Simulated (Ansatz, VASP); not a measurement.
**Al2O3 in VASP and in Ansatz**

The input POSCAR:

```
Al2O3
1.0
    2.8843249483      0.0000000000      0.0000000000
   -1.4421624742      2.4978986780      0.0000000000
    0.0000000000      0.0000000000      8.5898141032
Al O
2 3
Direct
    0.0000000000      0.0000000000      0.1499923300
    0.0000000000      0.0000000000      0.8500076700
    0.3333333333      0.6666666667      0.2223169200
    0.6666666667      0.3333333333      0.0000000000
    0.3333333333      0.6666666667      0.7776830800
```

INCAR.step1

```
SYSTEM = Al2O3
PREC = Accurate
ENCUT = 520
ISMEAR = 0
SIGMA = 0.05
LREAL = .FALSE.
LASPH = .TRUE.
NELM = 100
NBANDS = 20
GGA = PE
ALGO = Normal
EDIFF = 1E-4
LWAVE = .TRUE.
LCHARG = .FALSE.
```

INCAR.step2

```
SYSTEM = Al2O3
PREC = Accurate
ENCUT = 520
EDIFF = 1E-6
ISMEAR = 0
SIGMA = 0.05
LREAL = .FALSE.
LASPH = .TRUE.
NELM = 100
ALGO = Normal
ISIF = 2
LWAVE = .FALSE.
LCHARG = .FALSE.
METAGGA = R2SCAN
LMIXTAU = .TRUE.
NBANDS = 20
ISTART = 1
```

KPOINTS

```
regular mesh
0
G
  12 12 4
  0 0 0
```

Input for Ansatz:

```yaml
crystal:
  lattice:
    - [2.8843249483, 0.0, 0.0]
    - [-1.4421624742, 2.497898678, 0.0]
    - [0.0, 0.0, 8.5898141032]
  atoms:
    - { symbol: Al, position: [0.0, 0.0, 0.14999233] }
    - { symbol: Al, position: [0.0, 0.0, 0.85000767] }
    - { symbol: O, position: [0.3333333333, 0.6666666667, 0.22231692] }
    - { symbol: O, position: [0.6666666667, 0.3333333333, 0.0] }
    - { symbol: O, position: [0.3333333333, 0.6666666667, 0.77768308] }
basis:
  ecutwfc: 500
kpoints:
  mp_grid: { grid: [12, 12, 4] }
hamiltonian:
  xc: r2scan
scf:
  occupations: { method: gaussian, width: 0.05 }
output:
  forces: true
  stress: true
  eigenvalues: true
  write_density: true
  write_potential: true
  elf: true
  volumetric_format: npy
```

Change from the starting cell: strain +0.000 along x and y, -0.080 along z, atoms carried along.

Alike in both runs: task single point; functional r2SCAN; k mesh 12 × 12 × 4; occupations gaussian, width 0.05 eV; no spin polarisation.

```csv
,VASP,Ansatz
version,VASP 6.6.1,Ansatz 0.2.0
potentials or method,"VASP PAW PBE potentials, release 64 (Al, O), cutoff 520 eV","scalar-relativistic, plane waves, PAW"
valence electrons in the cell,24,24
```

```tsv
	VASP	Ansatz	Ansatz less VASP
gap on the k mesh at the Fermi level (eV)	5.38	5.42	+0.035
least direct gap on the mesh (eV)	5.65	5.68	+0.032
pressure (GPa)	4.3	4.5	+0.15
traceless stress, the component that is largest in VASP (GPa)	11.90	12.21	+0.314
rms of the force components (eV/Å)	0.562	0.564	+0.0022
```

VASP's potentials were made for PBE, not for r2SCAN. Atom by atom the forces differ by 0.013 eV/Å (rms over components). Ansatz's warnings: xc potential rough in thin density.
